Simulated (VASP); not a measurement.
InSb3, 4 atoms in the cell. It takes space group Fm-3m (No. 225, cubic). Conventional cell: a = 7.482 Å, b = 7.482 Å, c = 7.482 Å, α = 90.00°, β = 90.00°, γ = 90.00°. Within 4.3 Å of In (site symmetry m-3m) lie 14 Sb at 3.24 to 3.74 Å. Within 4.3 Å of Sb (site symmetry -43m) lie 4 In at 3.24 Å and 10 Sb at 3.24 to 3.74 Å. Sb (site symmetry m-3m) has 8 Sb at 3.24 Å and 6 In at 3.74 Å within 4.3 Å.  This cell differs from its parent crystal: strained.

| Item | Value |
| --- | --- |
| Program | VASP 6.6.1 |
| Task | single point |
| Functional | PBE |
| Potentials or basis | VASP PAW PBE potentials, release 64 (In_d, Sb) |
| Cutoff | 520 eV |
| k mesh | 10 × 10 × 10 |
| Occupations | gaussian, width 0.1 eV |
| Spin | no spin polarisation |
| Dipole correction | no |
| Further INCAR settings | ALGO = Normal; EDIFF = 1e-06; NBANDS = 22 |

Potentials or basis: VASP PAW PBE potentials, release 64 (In_d, Sb).

Command:

```bash
$ cat potpaw_PBE.64/In_d/POTCAR potpaw_PBE.64/Sb/POTCAR > POTCAR
$ mpirun -np 1 vasp_std > vasp.out
```

Hardware: 1 thread of Intel(R) Xeon(R) Platinum 8488C (Sapphire Rapids), with other jobs on the host.

How long does it take, and how much memory?

It took 59 s on 1 thread of Intel(R) Xeon(R) Platinum 8488C (Sapphire Rapids) (shared host), peak memory 0.3 GiB. Counts: scf iterations 11, k points 47.
